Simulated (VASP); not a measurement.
Runs of VASP 6.6.1 on CdTe. It takes space group F-43m (No. 216, cubic). The conventional cell has a = 6.410 Å, b = 6.410 Å, c = 6.410 Å, α = 90.00°, β = 90.00°, γ = 90.00°. Cd (site symmetry -43m) has 4 Te at 2.78 Å within 3.7 Å. Te (site symmetry -43m) has 4 Cd at 2.78 Å within 3.7 Å. 

| k mesh | gap on the mesh (eV) | pressure (GPa) |
| --- | --- | --- |
| 4 × 4 × 4 | 0.86 | (a) |
| 12 × 12 × 12 | 0.87 | 4.4 |
| 6 × 6 × 6 | 0.87 | 4.4 |
| 8 × 8 × 8 | 0.87 | 4.4 |

Alike in all rows: task single point; level PBE; potentials or basis VASP PAW PBE potentials, release 64 (Cd, Te); no spin polarisation; cell as given; cutoff (eV) 500; smearing gaussian 0.02 eV.

Question: Estimate the missing entries.

Answer: (a) 4.6.

Caveats: some runs use coarse meshes; spin-orbit coupling is left out, which moves the levels of the heavy elements; the cell stands under pressure (at least some runs).

A k mesh can miss the band edges, and the runs leave out spin-orbit coupling on Cd, Te.
